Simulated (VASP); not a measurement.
Here is a VASP 6.6.1 calculation.

INCAR

```
PREC = Accurate
ENCUT = 520
EDIFF = 1E-7
ISMEAR = 0
SIGMA = 0.15
LREAL = False
LASPH = True
NELM = 60
ALGO = Fast
ISIF = 2
LWAVE = False
LCHARG = False
GGA = PS
NBANDS = 17
```

KPOINTS

```
Automatic mesh
0
Gamma
  12 12 8
```

Contents of POSCAR:

```
Sr
1.0
    3.6842712999      0.0000000000      0.0000000000
   -1.8421356499      3.9898391125      0.0000000000
    0.0000000000      0.0000000000      7.0387962796
Sr
2
Direct
    0.3333333333      0.6666666667      0.2500000000
    0.6666666667      0.3333333333      0.7500000000
```

Potentials or basis: VASP PAW PBE potentials, release 64 (Sr_sv).

Launch:

```console
$ cat potpaw_PBE.64/Sr_sv/POTCAR > POTCAR
$ mpirun -np 1 vasp_std > vasp.out
```

Q: Predict the pressure.

A: 0.4 GPa.

Q: Predict the largest force.

A: 0.176 eV/Å.

Q: What does it give for the band gap on the k mesh?

A: Zero (bands 10 and 11 overlap by 0.19 eV).

Stress tensor (GPa, compression positive):
```
 4.19  0.00  0.00
 0.00 -2.06  0.00
 0.00  0.00 -0.86
```

Caveat: the cell differs from its parent crystal (strain +e along x and -e along y -0.1100, strain +e along z and -e/2 along x and y +0.0233); the stress differs along the axes, from -2 to 4 GPa; the PAW data sets were made with another functional, which shifts forces and pressure a little.
